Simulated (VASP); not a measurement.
A run of VASP 6.6.1:

The input INCAR:

```
SYSTEM = Pt
PREC     = Accurate       ! precision mode
ENCUT    = 600            ! plane-wave cutoff, eV
EDIFF    = 1E-6           ! SCF threshold, eV
ISMEAR   = -1             ! smearing method
SIGMA    = 0.1            ! smearing width, eV
LREAL    = .False.        ! projectors in reciprocal space
LASPH    = .True.         ! aspherical terms in the spheres
NELM     = 100            ! most SCF steps
ALGO     = Normal         ! electronic algorithm
ISIF     = 3              ! what is computed and relaxed
LWAVE    = .False.        ! write WAVECAR
LCHARG   = .False.        ! write CHGCAR
GGA      = PS             ! functional
IBRION   = 2              ! ionic algorithm
NSW      = 80             ! ionic steps
EDIFFG   = -0.01          ! ionic threshold
```

Contents of KPOINTS:

```
regular mesh
0
Gamma
  14 14 14
  0 0 0
```

Contents of POSCAR:

```
Pt
1.0
    0.0000000000      1.9615500000      1.9615500000
    1.9615500000      0.0000000000      1.9615500000
    1.9615500000      1.9615500000      0.0000000000
Pt
1
Direct
    0.0000000000      0.0000000000      0.0000000000
```

Potentials or basis: VASP PAW PBE potentials, release 64 (Pt).

Launch:

```sh
$ cat potpaw_PBE.64/Pt/POTCAR > POTCAR
$ mpirun -np 1 vasp_std > vasp.out
```

Hardware: 1 thread of Intel Xeon 8259CL, on a shared host.

Estimate the wall time of this run.

It took 38 s on 1 thread of Intel Xeon 8259CL (shared host), peak memory 0.16 GiB. Counts: scf iterations 23, k points 104, ion steps 3.
